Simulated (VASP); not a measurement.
In3Se:

```
In Se
1.0
     4.86697    0.00000    0.00000
     0.00000    4.86697    0.00000
     0.00000    0.00000    4.86697
In Se
3 1
Direct
  0.50000 0.50000 0.00000
  0.50000 0.00000 0.50000
  0.00000 0.50000 0.50000
  0.00000 0.00000 0.00000
```

Base run:

```yaml
Program: VASP 6.6.1
Functional: r2SCAN
Potentials_or_basis: VASP PAW PBE potentials, release 64 (In_d, Se)
Cutoff: 520 eV
k_mesh: 6 × 6 × 6
Occupations: fermi-dirac, width 0.05 eV
Spin: no spin polarisation
```

Its results: pressure -2.3 GPa.

The run is repeated on the same cell with these changes: functional from r2SCAN to LDA; potentials or basis from VASP PAW PBE potentials, release 64 (In_d, Se) to VASP PAW LDA potentials, release 64 (In_d, Se). What comes out?

Pressure -5.1 GPa.

Caveats: the PAW data sets were made with another functional, which shifts forces and pressure a little (some runs).
